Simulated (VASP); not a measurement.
Set up this calculation in VASP 6.6.1, as the native input.

```
Task                   : single point
Functional             : PBE
Potentials or basis    : VASP PAW PBE potentials, release 64 (Ta_pv, In_d)
Cutoff                 : 500 eV
k mesh                 : 8 × 8 × 8
Occupations            : gaussian, width 0.2 eV
Spin                   : no spin polarisation
Dipole correction      : no
Further INCAR settings : ALGO = Normal; EDIFF = 1e-06; NBANDS = 50
```

The structure of Ta4In3 lies in POSCAR:

```
Ta4In3
1.0
    1.7004345897      2.4463141216      0.0000000000
    1.7004345897     -2.4463141216      0.0000000000
   -1.7004345897      0.0000000000    -17.7825837167
Ta In
4 3
Direct
    0.8441129635      0.8441129635      0.6882259271
    0.1558870365      0.1558870365      0.3117740729
    0.7179224985      0.7179224985      0.4358449970
    0.2820775015      0.2820775015      0.5641550030
    0.0000000000      0.0000000000      0.0000000000
    0.4147311802      0.4147311802      0.8294623603
    0.5852688198      0.5852688198      0.1705376397
```

These files were run (other wordings do the same):

INCAR

```
PREC     = Accurate       # precision mode
ENCUT    = 500            # plane-wave cutoff, eV
EDIFF    = 1E-6           # SCF threshold, eV
ISMEAR   = 0              # smearing method
SIGMA    = 0.2            # smearing width, eV
LREAL    = False          # projectors in reciprocal space
LASPH    = True           # aspherical terms in the spheres
NELM     = 120            # most SCF steps
ALGO     = Normal         # electronic algorithm
ISIF     = 2              # what is computed and relaxed
LWAVE    = False          # write WAVECAR
LCHARG   = True           # write CHGCAR
GGA      = PE             # functional
LELF     = True           # ELF
LVHAR    = True         
NBANDS   = 50             # bands
GGA_COMPAT= False
```

KPOINTS

```
regular mesh
0
Gamma
  8 8 8
```

Potentials or basis: VASP PAW PBE potentials, release 64 (Ta_pv, In_d).

Launch:

```bash
$ cat potpaw_PBE.64/Ta_pv/POTCAR potpaw_PBE.64/In_d/POTCAR > POTCAR
$ mpirun -np 1 vasp_std > vasp.out
```

It gave:

```
Pressure               : 0.1 GPa
Largest force          : 0.049 eV/Å
Band gap on the k mesh : zero (an odd number of electrons rules out a gap without spin polarisation)
```

Caveat: spin-orbit coupling is left out, which moves the levels of the heavy elements.

Run time: 28 min on 1 thread of AMD EPYC 7R43 64-Core Processor (Zen 3) (shared host), peak memory 0.59 GiB.
